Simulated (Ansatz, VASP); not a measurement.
# As in VASP and in Ansatz

```
As
1.0
     1.87975    1.08527    3.48577
    -1.87975    1.08527    3.48577
     0.00000   -2.17055    3.48577
As
2
Direct
  0.22754 0.22754 0.22754
  0.77246 0.77246 0.77246
```

Alike in both runs: task single point; functional PBEsol; k mesh 6 × 6 × 6; occupations gaussian, width 0.1 eV; no spin polarisation.

|  | VASP | Ansatz |
| --- | --- | --- |
| version | VASP 6.6.1 | Ansatz 0.2.0 |
| potentials or method | VASP PAW PBE potentials, release 64 (As_d), cutoff 510 eV | scalar-relativistic, plane waves, PAW |
| valence electrons in the cell | 30 | 30 |

|  | VASP | Ansatz | Ansatz less VASP |
| --- | --- | --- | --- |
| gap on the k mesh at the Fermi level (eV) | none | none | - |
| pressure (GPa) | 0.2 | 0.0 | -0.20 |
| traceless stress, the component that is largest in VASP (GPa) | -1.06 | -1.05 | +0.008 |
| rms of the force components (eV/Å) | 0.037 | 0.032 | -0.0051 |

VASP's potentials were made for PBE, not for PBEsol. Atom by atom the forces differ by 0.005 eV/Å (rms over components). A gap of «none» marks a metal or a gap that the smearing closes. With one functional, cell and mesh, what is left measures potentials, basis and numerics.
